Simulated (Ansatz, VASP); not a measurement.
Two plane-wave programs on Hg

```
Hg
1.0
     1.59160    0.91891    2.14464
    -1.59160    0.91891    2.14464
     0.00000   -1.83782    2.14464
Hg
1
Direct
  0.00000 0.00000 0.00000
```

Change from the starting cell: strain -0.080 along x and y, -0.040 along z, atoms carried along.

Alike in both runs: task single point; functional PBE; k mesh 18 × 18 × 18; occupations gaussian, width 0.15 eV; no spin polarisation.

|  | VASP | Ansatz |
| --- | --- | --- |
| version | VASP 6.6.1 | Ansatz 0.2.0 |
| potentials or method | VASP PAW PBE potentials, release 64 (Hg), cutoff 520 eV | scalar-relativistic, plane waves, PAW |
| valence electrons in the cell | 12 | 20 |

|  | VASP | Ansatz | Ansatz less VASP |
| --- | --- | --- | --- |
| gap on the k mesh at the Fermi level (eV) | none | none | - |
| pressure (GPa) | 29.4 | 28.2 | -1.27 |
| traceless stress, the component that is largest in VASP (GPa) | 5.22 | 4.75 | -0.468 |

A gap of «none» marks a metal or a gap that the smearing closes. Both programs put the cell under a high pressure, so it lies far from rest at this level. VASP's potentials hold 12 valence electrons a cell and Ansatz's 20, so a difference there can come from the potentials and not from the codes.

Spin-orbit coupling is off throughout.
